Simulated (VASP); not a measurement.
# YCl2 (Pnnm) in VASP: single point with PBE

Aim: the single point of YCl2 with PBE.

Program: VASP 6.6.1. These are calculated values, not measurements. Logs are shortened: lines on timing, memory, paths and dates and some standing lists are left out, and cuts for length are marked.

**1. The cell of the first run**

Symmetry: Pnnm, No. 58, orthorhombic system. Conventional cell: a = 6.301 Å, b = 6.493 Å, c = 4.241 Å, α = 90.00°, β = 90.00°, γ = 90.00°. Y (site symmetry 2/m) has 6 Cl at 2.73 to 2.79 Å within 3.6 Å. Cl (site symmetry m) has 3 Y at 2.73 to 2.79 Å and 1 Cl at 3.63 Å within 3.7 Å.

**2. Single point, PBE**

The input, INCAR:

```
ALGO = Normal ; EDIFF = 1E-6
ENCUT = 520 ; GGA = PE
ISIF = 2 ; ISMEAR = -1
LASPH = T ; LCHARG = T
LELF = T ; LREAL = F
LVHAR = T ; LWAVE = F
NBANDS = 34 ; NELM = 100
PREC = Accurate ; SIGMA = 0.1
```

The input, KPOINTS:

```
k-points
0
Gamma
  3 3 4
```

The input, POSCAR:

```
YCl2
1.0
    6.3007410000      0.0000000000      0.0000000000
    0.0000000000      6.4925910000      0.0000000000
    0.0000000000      0.0000000000      4.2408840000
Y Cl
2 4
Direct
    0.0000000000      0.0000000000      0.0000000000
    0.5000000000      0.5000000000      0.5000000000
    0.2750000000      0.3250000000      0.0000000000
    0.7250000000      0.6750000000      0.0000000000
    0.7750000000      0.1750000000      0.5000000000
    0.2250000000      0.8250000000      0.5000000000
```

Potentials or basis: VASP PAW PBE potentials, release 64 (Y_sv, Cl).

The run is started by

```console
cat potpaw_PBE.64/Y_sv/POTCAR potpaw_PBE.64/Cl/POTCAR > POTCAR
mpirun -np 1 vasp_std > vasp.out
```

OUTCAR:

```text
EDIFF = 1E-6
   ENCUT = 520
   GGA = PE
   ISIF = 2
   ISMEAR = -1
   LASPH = T
   LREAL = F
   NELM = 100
   PREC = Accurate

 ion  position               nearest neighbor table
   1  0.000  0.000  0.000-   3 2.73   4 2.73   5 2.79   6 2.79   5 2.79   6 2.79
   2  0.500  0.500  0.500-   5 2.73   6 2.73   3 2.79   4 2.79   3 2.79   4 2.79
   3  0.275  0.325  0.000-   1 2.73   2 2.79   2 2.79
   4  0.725  0.675  0.000-   1 2.73   2 2.79   2 2.79
   5  0.775  0.175  0.500-   2 2.73   1 2.79   1 2.79
   6  0.225  0.825  0.500-   2 2.73   1 2.79   1 2.79

  LATTYP: Found a simple orthorhombic cell.
 ALAT       =     4.2408840000
 B/A-ratio  =     1.4857140634
 C/A-ratio  =     1.5309522732

  Lattice vectors:

 A1 = (   0.0000000000,   0.0000000000,   4.2408840000)
 A2 = (   6.3007410000,   0.0000000000,   0.0000000000)
 A3 = (   0.0000000000,   6.4925910000,   0.0000000000)

Analysis of symmetry for initial positions (statically):
=====================================================================
 Subroutine PRICEL returns:
 Original cell was already a primitive cell.

 Routine SETGRP: Setting up the symmetry group for a
 simple orthorhombic supercell.

 Subroutine GETGRP returns: Found  8 space group operations
 (whereof  4 operations were pure point group operations)
 out of a pool of  8 trial point group operations.

The static configuration has the point symmetry C_2h.
 The point group associated with its full space group is D_2h.

Analysis of symmetry for dynamics (positions and initial velocities):
=====================================================================
 Subroutine PRICEL returns:
 Original cell was already a primitive cell.

 Routine SETGRP: Setting up the symmetry group for a
 simple orthorhombic supercell.

 Subroutine GETGRP returns: Found  8 space group operations
 (whereof  4 operations were pure point group operations)
 out of a pool of  8 trial point group operations.

The dynamic configuration has the point symmetry C_2h.
 The point group associated with its full space group is D_2h.

 Subroutine INISYM returns: Found  8 space group operations
 (whereof  4 operations are pure point group operations),
 and found     1 'primitive' translations

----------------------------------------------------------------------------------------

                                     Primitive cell

  volume of cell :     173.4867

  direct lattice vectors                    reciprocal lattice vectors
     6.300741000  0.000000000  0.000000000     0.158711491  0.000000000  0.000000000
     0.000000000  6.492591000  0.000000000     0.000000000  0.154021715  0.000000000
     0.000000000  0.000000000  4.240884000     0.000000000  0.000000000  0.235799895

  length of vectors
     6.300741000  6.492591000  4.240884000     0.158711491  0.154021715  0.235799895

  position of ions in fractional coordinates (direct lattice)
     0.000000000  0.000000000  0.000000000
     0.500000000  0.500000000  0.500000000
     0.275000000  0.325000000  0.000000000
     0.725000000  0.675000000  0.000000000
     0.775000000  0.175000000  0.500000000
     0.225000000  0.825000000  0.500000000

  ion indices of the primitive-cell ions
   primitive index   ion index
                 1           1
                 2           2
                 3           3
                 4           4
                 5           5
                 6           6

----------------------------------------------------------------------------------------

 KPOINTS: k-points

Automatic generation of k-mesh.
 Grid dimensions read from file:
 generate k-points for:    3    3    4

 Generating k-lattice:

  Cartesian coordinates                     Fractional coordinates (reciprocal lattice)
     0.052903830  0.000000000  0.000000000     0.333333333  0.000000000  0.000000000
     0.000000000  0.051340572  0.000000000     0.000000000  0.333333333  0.000000000
     0.000000000  0.000000000  0.058949974     0.000000000  0.000000000  0.250000000

  Length of vectors
     0.052903830  0.051340572  0.058949974

  Shift w.r.t. Gamma in fractional coordinates (k-lattice)
     0.000000000  0.000000000  0.000000000

 Subroutine IBZKPT returns following result:
 ===========================================

 Found     12 irreducible k-points:

 Following reciprocal coordinates:
            Coordinates               Weight
  0.000000  0.000000  0.000000      1.000000
  0.333333  0.000000  0.000000      2.000000
  0.000000  0.333333  0.000000      2.000000
  0.333333  0.333333  0.000000      4.000000
  0.000000  0.000000  0.250000      2.000000
  0.333333  0.000000  0.250000      4.000000
  0.000000  0.333333  0.250000      4.000000
  0.333333  0.333333  0.250000      8.000000
  0.000000  0.000000  0.500000      1.000000
  0.333333  0.000000  0.500000      2.000000
  0.000000  0.333333  0.500000      2.000000
  0.333333  0.333333  0.500000      4.000000
   k-points           NKPTS =     12   k-points in BZ     NKDIM =     12   number of bands    NBANDS=     34
   number of dos      NEDOS =    301   number of ions     NIONS =      6
   total plane-waves  NPLWV =  73728
   dimension x,y,z NGX =    48 NGY =   48 NGZ =   32
   dimension x,y,z NGXF=    96 NGYF=   96 NGZF=   64
   ions per type =               2   4
   NGX,Y,Z   is equivalent  to a cutoff of  12.66, 12.29, 12.54 a.u.
   NGXF,Y,Z  is equivalent  to a cutoff of  25.33, 24.58, 25.09 a.u.
 SYSTEM =  unknown system
   PREC   = accura    normal or accurate (medium, high low for compatibility)
   ISTART =      0    job   : 0-new  1-cont  2-samecut
   ICHARG =      2    charge: 1-file 2-atom 10-const
   ISPIN  =      1    spin polarized calculation?
   LNONCOLLINEAR =      F non collinear calculations
   LSORBIT =      F    spin-orbit coupling
   LASPH  =      T    aspherical Exc in radial PAW
   ENCUT  =  520.0 eV  38.22 Ry    6.18 a.u.  11.72 12.07  7.89*2*pi/ulx,y,z
   NELM   =    100;   NELMIN=  2; NELMDL= -5     # of ELM steps
   EDIFF  = 0.1E-05   stopping-criterion for ELM
   LREAL  =      F    real-space projection
   EDIFFG = 0.1E-04   stopping-criterion for IOM
   NSW    =      0    number of steps for IOM
   IBRION =     -1    ionic relax: 0-MD 1-quasi-New 2-CG
   NFREE  =      0    steps in history (QN), initial steepest desc. (CG)
   ISIF   =      2    stress and relaxation
   ISYM   =      2    0-nonsym 1-usesym 2-fastsym
   POTIM  = 0.5000    time-step for ionic-motion
   TEBEG  =    0.0;   TEEND  =   0.0 temperature during run
   PSTRESS=    0.0 pullay stress
   NELECT =      50.0000    total number of electrons
   NUPDOWN=      -1.0000    fix difference up-down
   EMIN   =  10.00;   EMAX   =-10.00  energy-range for DOS
   EFERMI =   0.00;   METHOD = LEGACY
   ISMEAR =    -1;   SIGMA  =   0.10  broadening in eV -4-tet -1-fermi 0-gaus
   EFERMI_NEDOS =   21; number of points for ismear=-14 and -15
   IALGO  =     38    algorithm
   IMIX   =      4    mixing-type and parameters
     AMIX     =   0.40;   BMIX     =  1.00
     AMIX_MAG =   1.60;   BMIX_MAG =  1.00
  volume/ion in A,a.u.               =      28.91       195.12
  Fermi-wavevector in a.u.,A,eV,Ry     =   1.081375  2.043502 15.910257  1.169371
  Thomas-Fermi vector in A             =   2.217389
   LORBIT       =      0    0 simple, 1 ext, 2 COOP (PROOUT), +10 PAW based schemes
   GGA     = PE    functional components
   LHFCALC =     F    Hartree Fock is set to
   AEXX    =    0.0000 exact exchange contribution
   IVDW    =     0    specifies the selected vdW correction
   LEPSILON=     F    determine dielectric tensor
   LRPA    =     F    only Hartree local field effects (RPA)
 non-spin polarized calculation
  energy-cutoff  :      520.00
  volume of cell :      173.49
 maximum number of plane-waves:      4708
 NGX is ok and might be reduce to    48
   NGX = 23   NGY = 25   NGZ = 15

 number of electron      50.0000002 magnetization

 Free energy of the ion-electron system (eV)
  ---------------------------------------------------
  ext. energy  EPLUGINS =         0.00000000
  ---------------------------------------------------
  free energy    TOTEN  =       -31.01068556 eV

  energy without entropy =      -30.81440763  energy(sigma->0) =      -30.91254659

 E-fermi :   4.6547     XC(G=0):  -8.3471

 val. band max:        4.6354429800   @ k =   0.3333   0.0000   0.5000
 cond. band min:       4.7545249401   @ k =   0.3333   0.3333   0.2500
 fundamental gap:      0.1190819601
 Fermi energy:         4.6546949707

 k-point     1 :       0.0000    0.0000    0.0000
  band No.  band energies     occupation
      1     -40.0842      2.00000
      2     -40.0827      2.00000
      3     -20.2115      2.00000
      4     -20.2114      2.00000
      5     -20.0932      2.00000
      6     -20.0842      2.00000
[... 26 lines left out ...]
     33       6.9126      0.00000
     34       7.2111      0.00000

 k-point     2 :       0.3333    0.0000    0.0000
  band No.  band energies     occupation
      1     -40.0838      2.00000
      2     -40.0831      2.00000
      3     -20.2040      2.00000
      4     -20.2039      2.00000
      5     -20.0916      2.00000
      6     -20.0912      2.00000
[... 26 lines left out ...]
     33       7.0114      0.00000
     34       7.0375      0.00000

 k-point     3 :       0.0000    0.3333    0.0000
  band No.  band energies     occupation
      1     -40.0838      2.00000
      2     -40.0831      2.00000
      3     -20.2043      2.00000
      4     -20.2040      2.00000
      5     -20.0914      2.00000
      6     -20.0912      2.00000
[... 26 lines left out ...]
     33       6.9692      0.00000
     34       7.0583      0.00000

 k-point     4 :       0.3333    0.3333    0.0000
  band No.  band energies     occupation
      1     -40.0836      2.00000
      2     -40.0833      2.00000
      3     -20.2129      2.00000
      4     -20.2048      2.00000
      5     -20.0909      2.00000
      6     -20.0898      2.00000
[... 26 lines left out ...]
     33       6.9879      0.00000
     34       7.3216      0.00000

 k-point     5 :       0.0000    0.0000    0.2500
  band No.  band energies     occupation
      1     -40.0825      2.00000
      2     -40.0814      2.00000
      3     -20.2029      2.00000
      4     -20.2024      2.00000
      5     -20.1531      2.00000
      6     -20.1476      2.00000
[... 26 lines left out ...]
     33       7.0606      0.00000
     34       7.1084      0.00000

 k-point     6 :       0.3333    0.0000    0.2500
  band No.  band energies     occupation
      1     -40.0822      2.00000
      2     -40.0817      2.00000
      3     -20.2078      2.00000
      4     -20.2073      2.00000
      5     -20.1427      2.00000
      6     -20.1410      2.00000
[... 26 lines left out ...]
     33       6.8502      0.00000
     34       7.1356      0.00000

 k-point     7 :       0.0000    0.3333    0.2500
  band No.  band energies     occupation
      1     -40.0822      2.00000
      2     -40.0817      2.00000
      3     -20.2086      2.00000
      4     -20.2075      2.00000
      5     -20.1425      2.00000
      6     -20.1408      2.00000
[... 26 lines left out ...]
     33       6.5854      0.00000
     34       7.0238      0.00000

 k-point     8 :       0.3333    0.3333    0.2500
  band No.  band energies     occupation
      1     -40.0821      2.00000
      2     -40.0818      2.00000
      3     -20.2082      2.00000
      4     -20.2036      2.00000
      5     -20.1505      2.00000
      6     -20.1416      2.00000
[... 26 lines left out ...]
     33       6.8525      0.00000
     34       6.9707      0.00000

 k-point     9 :       0.0000    0.0000    0.5000
  band No.  band energies     occupation
      1     -40.0804      2.00000
      2     -40.0804      2.00000
      3     -20.2103      2.00000
      4     -20.2103      2.00000
      5     -20.1948      2.00000
      6     -20.1948      2.00000
[... 26 lines left out ...]
     33       7.0598      0.00000
     34       7.0598      0.00000

 k-point    10 :       0.3333    0.0000    0.5000
  band No.  band energies     occupation
      1     -40.0804      2.00000
      2     -40.0804      2.00000
      3     -20.2339      2.00000
      4     -20.2339      2.00000
      5     -20.1707      2.00000
      6     -20.1707      2.00000
[... 26 lines left out ...]
     33       7.4795      0.00000
     34       7.4795      0.00000

 k-point    11 :       0.0000    0.3333    0.5000
  band No.  band energies     occupation
      1     -40.0804      2.00000
      2     -40.0804      2.00000
      3     -20.2347      2.00000
      4     -20.2347      2.00000
      5     -20.1702      2.00000
      6     -20.1702      2.00000
[... 26 lines left out ...]
     33       7.3691      0.00000
     34       7.3692      0.00000

 k-point    12 :       0.3333    0.3333    0.5000
  band No.  band energies     occupation
      1     -40.0804      2.00000
      2     -40.0804      2.00000
      3     -20.2343      2.00000
      4     -20.2103      2.00000
      5     -20.1952      2.00000
      6     -20.1705      2.00000
[... 26 lines left out ...]
     33       6.9089      0.00000
     34       7.4582      0.00000

------------------------ aborting loop because EDIFF is reached ----------------------------------------

  FORCE on cell =-STRESS in cart. coord.  units (eV):
  Direction    XX          YY          ZZ          XY          YZ          ZX
  --------------------------------------------------------------------------------------
  -------------------------------------------------------------------------------------
  Total       -0.8675788     -0.3520796     -4.6804667      0.0000000      0.0000000      0.0000000
  in kB       -8.0122307     -3.2515120    -43.2248676      0.0000000      0.0000000      0.0000000
  external PRESSURE =     -18.1628701 kB  Pullay stress =       0.0000000 kB

 VOLUME and BASIS-vectors are now :
 -----------------------------------------------------------------------------
  energy-cutoff  :      520.00
  volume of cell :      173.49
      direct lattice vectors                 reciprocal lattice vectors
     6.300741000  0.000000000  0.000000000     0.158711491  0.000000000  0.000000000
     0.000000000  6.492591000  0.000000000     0.000000000  0.154021715  0.000000000
     0.000000000  0.000000000  4.240884000     0.000000000  0.000000000  0.235799895

 POSITION                                       TOTAL-FORCE (eV/Angst)
 -----------------------------------------------------------------------------------
      0.00000      0.00000      0.00000         0.000000     -0.000000      0.000000
      3.15037      3.24630      2.12044         0.000000     -0.000000      0.000000
      1.73270      2.11009      0.00000         0.019224     -0.016534     -0.000000
      4.56804      4.38250      0.00000        -0.019224      0.016534      0.000000
      4.88307      1.13620      2.12044         0.019224      0.016534     -0.000000
      1.41767      5.35639      2.12044        -0.019224     -0.016534      0.000000
 -----------------------------------------------------------------------------------
    total drift:                               -0.000000      0.000000      0.000000

  FREE ENERGIE OF THE ION-ELECTRON SYSTEM (eV)
  ---------------------------------------------------
  free  energy   TOTEN  =       -31.0106855568 eV

  energy  without entropy=      -30.8144076329  energy(sigma->0) =      -30.91254659
```

Run time: 79 s. Hardware: 1 thread of Intel Xeon 8259CL, shared host; peak memory 0.28 GiB.

What came out:

```yaml
Free_energy: -31.0107 eV
Pressure: -1.8 GPa
Largest_force: 0.025 eV/Å
Band_gap_on_the_k_mesh: zero (bands 25 and 26 overlap by 0.78 eV)
```

Forces in eV/Å, atoms in the order of the input:
```
Y    0.000  0.000  0.000
Y    0.000  0.000  0.000
Cl   0.019 -0.017  0.000
Cl  -0.019  0.017  0.000
Cl   0.019  0.017  0.000
Cl  -0.019 -0.017  0.000
```

Levels at points of the mesh, in eV from the Fermi level:
| k point | band 23 | band 24 | band 25 | band 26 | band 27 | band 28 |
| --- | --- | --- | --- | --- | --- | --- |
| (0.00, 0.00, 0.00) | -5.61 | -5.42 | -0.65 | -0.27 | 0.14 | 0.30 |
| (0.00, 0.00, 0.50) | -5.92 | -5.92 | 0.51 | 0.51 | 0.51 | 0.51 |

Caveat: the k points lie up to 0.37 Å⁻¹ apart, too coarse for converged energies and pressures of a metal.

The gap in the log of VASP goes by the Fermi energy; the results here count the filled bands.